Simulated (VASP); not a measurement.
Write the native input for VASP 6.6.1 that does the following.

```yaml
Task: single point
Functional: PBE
Potentials_or_basis: VASP PAW PBE potentials, release 64 (Mg, Cd, S)
Cutoff: 520 eV
k_mesh: 3 × 3 × 4
Occupations: gaussian, width 0.1 eV
Spin: no spin polarisation
Dipole_correction: no
Further_INCAR_settings: ALGO = Normal; EDIFF = 1e-06; NBANDS = 24
```

The structure of Mg3CdS2 lies in POSCAR:

```
Mg3CdS2
1.0
    6.5323473739      0.0000000000      0.0000000000
   -3.2661736869      5.6571787721      0.0000000000
    0.0000000000      0.0000000000      3.5864126848
Mg Cd S
3 1 2
Direct
    0.0000000000      0.5000000000      1.0279824253
    0.5000000000      0.0000000000      1.0279824253
    0.5000000000      0.5000000000      1.0279824253
    0.0000000000      0.0000000000      0.0295263698
    0.6666666667      0.3333333333      0.5282606322
    0.3333333333      0.6666666667      0.5282606322
```

These files were run (other wordings do the same):

INCAR

```
SYSTEM = Mg3CdS2
PREC     = Accurate       ! precision mode
ENCUT    = 520            ! plane-wave cutoff, eV
EDIFF    = 1E-6           ! SCF threshold, eV
ISMEAR   = 0              ! smearing method
SIGMA    = 0.1            ! smearing width, eV
LREAL    = .False.        ! projectors in reciprocal space
LASPH    = .True.         ! aspherical terms in the spheres
NELM     = 60             ! most SCF steps
ALGO     = Normal         ! electronic algorithm
ISIF     = 2              ! what is computed and relaxed
LWAVE    = .False.        ! write WAVECAR
LCHARG   = .True.         ! write CHGCAR
GGA      = PE             ! functional
LELF     = .True.         ! ELF
LVHAR    = .True.       
NBANDS   = 24             ! bands
```

KPOINTS

```
regular mesh
0
Gamma
  3 3 4
  0 0 0
```

Potentials or basis: VASP PAW PBE potentials, release 64 (Mg, Cd, S).

Command:

```console
$ cat potpaw_PBE.64/Mg/POTCAR potpaw_PBE.64/Cd/POTCAR potpaw_PBE.64/S/POTCAR > POTCAR
$ mpirun -np 1 vasp_std > vasp.out
```

Results of the run:

The pressure is 0.0 GPa and the largest force is 0.005 eV/Å. The band gap on the k mesh is zero (band 15 reaches 4.17 eV, above the bottom of band 16 at 3.66 eV).

Caveat: the k points lie up to 0.44 Å⁻¹ apart.

Wall time 35 s on 1 thread of Intel(R) Xeon(R) Platinum 8488C (Sapphire Rapids), with other jobs on the host, peak memory 0.26 GiB.
